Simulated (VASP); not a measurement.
A run of VASP 6.6.1 is set up as follows.

Contents of INCAR:

```
ALGO = Normal
EDIFF = 1E-6
ENCUT = 520
GGA = PE
ISIF = 2
ISMEAR = -1
LASPH = True
LCHARG = False
LREAL = Auto
LWAVE = False
NBANDS = 76
NELM = 60
PREC = Accurate
SIGMA = 0.15
```

File KPOINTS:

```
k-points
0
Gamma
  2 2 2
```

POSCAR

```
Al32Cu
1.0
    8.1000000000      0.0000000000      0.0000000000
    0.0000000000      8.1000000000      0.0000000000
    0.0000000000      0.0000000000      8.1000000000
Al Cu
32 1
Direct
    0.4897407407      0.0251111111     -0.0336666667
    0.7016543210      0.2682222222      0.0665802469
    0.6998024691      0.0402716049      0.2686049383
   -0.0433086420      0.0251975309      0.0097777778
    0.2161975309      0.2200370370      0.0560987654
    0.4519135802      0.5288271605      0.0141975309
    0.7319753086      0.8169012346     -0.0088641975
    0.1679629630      0.0134197531      0.2946666667
    0.4428518519      0.2813456790      0.2556296296
    0.6997160494      0.5623703704      0.3089259259
    0.4702592593      0.0494444444      0.5014814815
    0.6803209877      0.3004567901      0.4988518519
    0.7110000000      0.0330740741      0.7267283951
   -0.0203456790      0.4034444444      0.0176049383
    0.2338765432      0.8505802469      0.0150370370
   -0.0042716049      0.2719629630      0.3192716049
    0.2224444444      0.6004197531      0.2460740741
    0.5076172840      0.7976790123      0.2170123457
   -0.0482839506      0.0252345679      0.4702222222
    0.2089382716      0.3183827160      0.6048271605
    0.4307654321      0.5002592593      0.5100740741
    0.6880493827      0.7815802469      0.4935308642
    0.1283456790      0.0254074074      0.7313456790
    0.5112469136      0.2848271605      0.7968888889
    0.7316296296      0.5345925926      0.8419012346
   -0.0282222222      0.7470740741      0.3415679012
   -0.0636172840      0.5139629630      0.5613086420
    0.2577037037      0.7979382716      0.5563456790
   -0.1270000000      0.2487283951      0.7515679012
    0.2534567901      0.5594814815      0.7974074074
    0.5245925926      0.7603703704      0.7685061728
   -0.0570864198      0.7536049383      0.7952592593
   -0.0109012346      0.7040370370      0.0761234568
```

Potentials or basis: VASP PAW PBE potentials, release 64 (Al, Cu).

Command:

```sh
$ cat potpaw_PBE.64/Al/POTCAR potpaw_PBE.64/Cu/POTCAR > POTCAR
$ mpirun -np 1 vasp_std > vasp.out
```

(1) Predict the largest force.

(2) Predict the band gap on the k mesh.

Results:

(1) 4.082 eV/Å.

(2) zero (an odd number of electrons rules out a gap without spin polarisation).

Caveat: the k points lie up to 0.39 Å⁻¹ apart, too coarse for converged energies and pressures of a metal; the atoms stand as in a frame of molecular dynamics.
